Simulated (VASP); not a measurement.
# SnTe (P4mm) in VASP: single point with r2SCAN

Aim: the single point of SnTe with r2SCAN.

Program: VASP 6.6.1. These are calculated values, not measurements. Logs are shortened: lines on timing, memory, paths and dates and some standing lists are left out, and cuts for length are marked.

## (1) The cell of the first run

Symmetry: P4mm, No. 99, tetragonal system. Conventional cell: a = 3.905 Å, b = 3.905 Å, c = 3.905 Å, α = 90.00°, β = 90.00°, γ = 90.00°. Within 4.4 Å of Sn (site symmetry 4mm) lie 8 Te at 3.32 to 3.44 Å and 6 Sn at 3.90 Å. Te (site symmetry 4mm) has 8 Sn at 3.32 to 3.44 Å and 6 Te at 3.90 Å within 4.4 Å.

## (2) Single point, r2SCAN (all Te atoms moved -0.100 Å, as atom 2 along Cartesian [0 0 1])

Input file POSCAR:

```
SnTe
1.0
    3.9047000000      0.0000000000      0.0000000000
    0.0000000000      3.9047000000      0.0000000000
    0.0000000000      0.0000000000      3.9047000000
Sn Te
1 1
Direct
    0.0000000000      0.0000000000      0.0000000000
    0.5000000000      0.5000000000      0.4743898379
```

Input file INCAR.step1:

```
SYSTEM = SnTe
PREC = Accurate
ENCUT = 550
ISMEAR = 0
SIGMA = 0.15
LREAL = .FALSE.
LASPH = .TRUE.
NELM = 120
NBANDS = 17
GGA = PE
ALGO = Normal
EDIFF = 1E-5
LWAVE = .TRUE.
LCHARG = .FALSE.
GGA_COMPAT = .FALSE.
```

Input file INCAR.step2:

```
SYSTEM = SnTe
PREC = Accurate
ENCUT = 550
EDIFF = 1E-6
ISMEAR = 0
SIGMA = 0.15
LREAL = .FALSE.
LASPH = .TRUE.
NELM = 120
ALGO = Normal
ISIF = 2
LWAVE = .FALSE.
LCHARG = .FALSE.
METAGGA = R2SCAN
LMIXTAU = .TRUE.
NBANDS = 17
ISTART = 1
GGA_COMPAT = .FALSE.
```

Input file KPOINTS:

```
regular mesh
0
G
  12 12 12
  0 0 0
```

Potentials or basis: VASP PAW PBE potentials, release 64 (Sn_d, Te).

Launch:

```bash
$ cat potpaw_PBE.64/Sn_d/POTCAR potpaw_PBE.64/Te/POTCAR > POTCAR
$ cp INCAR.step1 INCAR
$ mpirun -np 1 vasp_std > vasp.out
$ cp INCAR.step2 INCAR
$ mpirun -np 1 vasp_std > vasp.out
```

OUTCAR:

```text
SYSTEM = SnTe
   PREC = Accurate
   ENCUT = 550
   EDIFF = 1E-6
   ISMEAR = 0
   LREAL = .FALSE.
   LASPH = .TRUE.
   NELM = 120
   ISIF = 2
   METAGGA = R2SCAN
   ISTART = 1

 ion  position               nearest neighbor table
   1  0.000  0.000  0.000-   2 3.32   2 3.32   2 3.32   2 3.32   2 3.44   2 3.44   2 3.44   2 3.44

   2  0.500  0.500  0.474-   1 3.32   1 3.32   1 3.32   1 3.32   1 3.44   1 3.44   1 3.44   1 3.44

  LATTYP: Found a simple cubic cell.
 ALAT       =     3.9047000000

  Lattice vectors:

 A1 = (   3.9047000000,   0.0000000000,   0.0000000000)
 A2 = (   0.0000000000,   3.9047000000,   0.0000000000)
 A3 = (   0.0000000000,   0.0000000000,   3.9047000000)

Analysis of symmetry for initial positions (statically):
=====================================================================
 Subroutine PRICEL returns:
 Original cell was already a primitive cell.

 Routine SETGRP: Setting up the symmetry group for a
 simple cubic supercell.

 Subroutine GETGRP returns: Found  8 space group operations
 (whereof  8 operations were pure point group operations)
 out of a pool of 48 trial point group operations.

The static configuration has the point symmetry C_4v.

Analysis of symmetry for dynamics (positions and initial velocities):
=====================================================================
 Subroutine PRICEL returns:
 Original cell was already a primitive cell.

 Routine SETGRP: Setting up the symmetry group for a
 simple cubic supercell.

 Subroutine GETGRP returns: Found  8 space group operations
 (whereof  8 operations were pure point group operations)
 out of a pool of 48 trial point group operations.

The dynamic configuration has the point symmetry C_4v.

 Subroutine INISYM returns: Found  8 space group operations
 (whereof  8 operations are pure point group operations),
 and found     1 'primitive' translations

----------------------------------------------------------------------------------------

                                     Primitive cell

  volume of cell :      59.5337

  direct lattice vectors                    reciprocal lattice vectors
     3.904700000  0.000000000  0.000000000     0.256101621  0.000000000  0.000000000
     0.000000000  3.904700000  0.000000000     0.000000000  0.256101621  0.000000000
     0.000000000  0.000000000  3.904700000     0.000000000  0.000000000  0.256101621

  length of vectors
     3.904700000  3.904700000  3.904700000     0.256101621  0.256101621  0.256101621

  position of ions in fractional coordinates (direct lattice)
     0.000000000  0.000000000  0.000000000
     0.500000000  0.500000000  0.474389838

  ion indices of the primitive-cell ions
   primitive index   ion index
                 1           1
                 2           2

----------------------------------------------------------------------------------------

 KPOINTS: regular mesh

Automatic generation of k-mesh.
 Grid dimensions read from file:
 generate k-points for:   12   12   12

 Generating k-lattice:

  Cartesian coordinates                     Fractional coordinates (reciprocal lattice)
     0.021341802  0.000000000  0.000000000     0.083333333  0.000000000  0.000000000
     0.000000000  0.021341802  0.000000000     0.000000000  0.083333333  0.000000000
     0.000000000  0.000000000  0.021341802     0.000000000  0.000000000  0.083333333

  Length of vectors
     0.021341802  0.021341802  0.021341802

  Shift w.r.t. Gamma in fractional coordinates (k-lattice)
     0.000000000  0.000000000  0.000000000

 Subroutine IBZKPT returns following result:
 ===========================================

 Found    196 irreducible k-points:

 Following reciprocal coordinates:
            Coordinates               Weight
  0.000000  0.000000  0.000000      1.000000
  0.083333  0.000000  0.000000      4.000000
  0.000000  0.000000  0.083333      2.000000
  0.166667  0.000000  0.000000      4.000000
  0.000000  0.000000  0.166667      2.000000
  0.250000  0.000000  0.000000      4.000000
[... 16 lines left out ...]
  0.000000  0.333333  0.083333      8.000000
  0.083333  0.000000  0.333333      8.000000
 [... further k-points ...]
   k-points           NKPTS =    196   k-points in BZ     NKDIM =    196   number of bands    NBANDS=     17
   number of dos      NEDOS =    301   number of ions     NIONS =      2
   total plane-waves  NPLWV =  27000
   dimension x,y,z NGX =    30 NGY =   30 NGZ =   30
   dimension x,y,z NGXF=    60 NGYF=   60 NGZF=   60
   ions per type =               1   1
   NGX,Y,Z   is equivalent  to a cutoff of  12.77, 12.77, 12.77 a.u.
   NGXF,Y,Z  is equivalent  to a cutoff of  25.55, 25.55, 25.55 a.u.
 SYSTEM =  SnTe
   PREC   = accura    normal or accurate (medium, high low for compatibility)
   ISTART =      1    job   : 0-new  1-cont  2-samecut
   ICHARG =      0    charge: 1-file 2-atom 10-const
   ISPIN  =      1    spin polarized calculation?
   LNONCOLLINEAR =      F non collinear calculations
   LSORBIT =      F    spin-orbit coupling
   LASPH  =      T    aspherical Exc in radial PAW
   ENCUT  =  550.0 eV  40.42 Ry    6.36 a.u.   7.47  7.47  7.47*2*pi/ulx,y,z
   NELM   =    120;   NELMIN=  2; NELMDL=  0     # of ELM steps
   EDIFF  = 0.1E-05   stopping-criterion for ELM
   LREAL  =      F    real-space projection
   EDIFFG = 0.1E-04   stopping-criterion for IOM
   NSW    =      0    number of steps for IOM
   IBRION =     -1    ionic relax: 0-MD 1-quasi-New 2-CG
   NFREE  =      0    steps in history (QN), initial steepest desc. (CG)
   ISIF   =      2    stress and relaxation
   ISYM   =      2    0-nonsym 1-usesym 2-fastsym
   POTIM  = 0.5000    time-step for ionic-motion
   TEBEG  =    0.0;   TEEND  =   0.0 temperature during run
   PSTRESS=    0.0 pullay stress
   NELECT =      20.0000    total number of electrons
   NUPDOWN=      -1.0000    fix difference up-down
   EMIN   =  10.00;   EMAX   =-10.00  energy-range for DOS
   EFERMI =   0.00;   METHOD = LEGACY
   ISMEAR =     0;   SIGMA  =   0.15  broadening in eV -4-tet -1-fermi 0-gaus
   EFERMI_NEDOS =   21; number of points for ismear=-14 and -15
   IALGO  =     38    algorithm
   IMIX   =      4    mixing-type and parameters
     AMIX     =   0.40;   BMIX     =  1.00
     AMIX_MAG =   1.60;   BMIX_MAG =  1.00
  volume/ion in A,a.u.               =      29.77       200.88
  Fermi-wavevector in a.u.,A,eV,Ry     =   1.138057  2.150615 17.621893  1.295173
  Thomas-Fermi vector in A             =   2.274761
   LORBIT       =      0    0 simple, 1 ext, 2 COOP (PROOUT), +10 PAW based schemes
   METAGGA = R2SCAN    functional components
   LHFCALC =     F    Hartree Fock is set to
   AEXX    =    0.0000 exact exchange contribution
   IVDW    =     0    specifies the selected vdW correction
   LEPSILON=     F    determine dielectric tensor
   LRPA    =     F    only Hartree local field effects (RPA)
 non-spin polarized calculation
 Gauss-broadening in eV      SIGMA  =   0.15
  energy-cutoff  :      550.00
  volume of cell :       59.53
 maximum number of plane-waves:      1777
 NGX is ok and might be reduce to    30
   NGX = 15   NGY = 15   NGZ = 15

 number of electron      19.9999983 magnetization

 Free energy of the ion-electron system (eV)
  ---------------------------------------------------
  ext. energy  EPLUGINS =         0.00000000
  ---------------------------------------------------
  free energy    TOTEN  =       -50.07971814 eV

  energy without entropy =      -50.06860669  energy(sigma->0) =      -50.07416241

 E-fermi :   6.9463     XC(G=0): -10.4447

 val. band max:        6.9341582409   @ k =   0.4167   0.3333   0.0000
 cond. band min:       6.9866245649   @ k =   0.2500   0.2500   0.5000
 fundamental gap:      0.0524663240
 Fermi energy:         6.9462660604

 k-point     1 :       0.0000    0.0000    0.0000
  band No.  band energies     occupation
      1     -15.4299      2.00000
      2     -15.4299      2.00000
      3     -15.3918      2.00000
      4     -15.3918      2.00000
      5     -15.3917      2.00000
      6      -5.8632      2.00000
[... 9 lines left out ...]
     16      18.2263      0.00000
     17      18.2406      0.00000

 k-point     2 :       0.0833    0.0000    0.0000
  band No.  band energies     occupation
      1     -15.4298      2.00000
      2     -15.4277      2.00000
      3     -15.3926      2.00000
      4     -15.3925      2.00000
      5     -15.3918      2.00000
      6      -5.8055      2.00000
[... 9 lines left out ...]
     16      18.0246      0.00000
     17      18.0479      0.00000

 k-point     3 :       0.0000    0.0000    0.0833
  band No.  band energies     occupation
      1     -15.4298      2.00000
      2     -15.4277      2.00000
      3     -15.3926      2.00000
      4     -15.3926      2.00000
      5     -15.3917      2.00000
      6      -5.8059      2.00000
[... 9 lines left out ...]
     16      18.0415      0.00000
     17      18.0415      0.00000

 k-point     4 :       0.1667    0.0000    0.0000
  band No.  band energies     occupation
      1     -15.4296      2.00000
      2     -15.4216      2.00000
      3     -15.3947      2.00000
      4     -15.3946      2.00000
      5     -15.3916      2.00000
      6      -5.6363      2.00000
[... 9 lines left out ...]
     16      17.4197      0.00000
     17      17.9221      0.00000
[... 343 lines left out ...]
      1     -15.4272      2.00000
      2     -15.4044      2.00000
      3     -15.4014      2.00000
      4     -15.4002      2.00000
      5     -15.3919      2.00000
      6      -4.9898      2.00000
[... 9 lines left out ...]
     16      16.1042      0.00000
     17      17.4357      0.00000

 k-point    23 :       0.0000    0.3333    0.0833
  band No.  band energies     occupation
      1     -15.4272      2.00000
      2     -15.4044      2.00000
      3     -15.4014      2.00000
      4     -15.4002      2.00000
      5     -15.3919      2.00000
      6      -4.9901      2.00000
[... 9 lines left out ...]
     16      16.1053      0.00000
     17      17.4272      0.00000

 k-point    24 :       0.0833    0.0000    0.3333
  band No.  band energies     occupation
      1     -15.4272      2.00000
      2     -15.4044      2.00000
      3     -15.4014      2.00000
      4     -15.4002      2.00000
      5     -15.3918      2.00000
      6      -4.9974      2.00000
[... 9 lines left out ...]
     16      16.1362      0.00000
     17      17.4035      0.00000

 [... further k-points ...]

------------------------ aborting loop because EDIFF is reached ----------------------------------------

  FORCE on cell =-STRESS in cart. coord.  units (eV):
  Direction    XX          YY          ZZ          XY          YZ          ZX
  --------------------------------------------------------------------------------------
  -------------------------------------------------------------------------------------
  Total       -0.2268916     -0.2268916     -0.1939070      0.0000000      0.0000000      0.0000000
  in kB       -6.1061291     -6.1061291     -5.2184447      0.0000000      0.0000000      0.0000000
  external PRESSURE =      -5.8102343 kB  Pullay stress =       0.0000000 kB

 VOLUME and BASIS-vectors are now :
 -----------------------------------------------------------------------------
  energy-cutoff  :      550.00
  volume of cell :       59.53
      direct lattice vectors                 reciprocal lattice vectors
     3.904700000  0.000000000  0.000000000     0.256101621  0.000000000  0.000000000
     0.000000000  3.904700000  0.000000000     0.000000000  0.256101621  0.000000000
     0.000000000  0.000000000  3.904700000     0.000000000  0.000000000  0.256101621

 POSITION                                       TOTAL-FORCE (eV/Angst)
 -----------------------------------------------------------------------------------
      0.00000      0.00000      0.00000        -0.000000      0.000000      0.121102
      1.95235      1.95235      1.85235         0.000000     -0.000000     -0.121102
 -----------------------------------------------------------------------------------
    total drift:                               -0.000000      0.000000      0.000162

  FREE ENERGIE OF THE ION-ELECTRON SYSTEM (eV)
  ---------------------------------------------------
  free  energy   TOTEN  =       -50.0797181419 eV

  energy  without entropy=      -50.0686066852  energy(sigma->0) =      -50.07416241
```

Wall time 12 min (1 thread of Oxide Virtual Turin-like, shared host); peak memory 0.31 GiB.

What came out:

```
Free energy            : -50.0797 eV
Pressure               : -0.6 GPa
Largest force          : 0.121 eV/Å
Band gap on the k mesh : zero (bands 10 and 11 overlap by 1.70 eV)
```

Forces in eV/Å, atoms in the order of the input:
```
Sn   0.000  0.000  0.121
Te   0.000  0.000 -0.121
```

Levels at points of the mesh, in eV from the Fermi level:
| k point | band 8 | band 9 | band 10 | band 11 | band 12 | band 13 |
| --- | --- | --- | --- | --- | --- | --- |
| (0.00, 0.00, 0.00) | -1.89 | -1.89 | -1.86 | 3.94 | 4.06 | 5.65 |
| (0.50, 0.00, 0.00) | -0.37 | -0.33 | 0.10 | 0.52 | 2.24 | 2.28 |
| (0.00, 0.00, 0.50) | -0.36 | -0.36 | 0.06 | 0.49 | 2.29 | 2.29 |
| (0.50, 0.50, 0.00) | -4.96 | -4.96 | 0.24 | 3.48 | 4.12 | 4.12 |
| (0.00, 0.50, 0.50) | -4.94 | -4.91 | 0.23 | 3.47 | 4.09 | 4.09 |
| (0.50, 0.50, 0.50) | -3.03 | -3.03 | -2.97 | -1.25 | -1.19 | -1.19 |

Caveat: the cell differs from its parent crystal (all Te atoms moved -0.100 Å, as atom 2 along Cartesian [0 0 1]); the PAW data sets were made with another functional, which shifts forces and pressure a little; spin-orbit coupling is left out, which moves the levels of the heavy elements.

The gap in the log of VASP goes by the Fermi energy; the results here count the filled bands.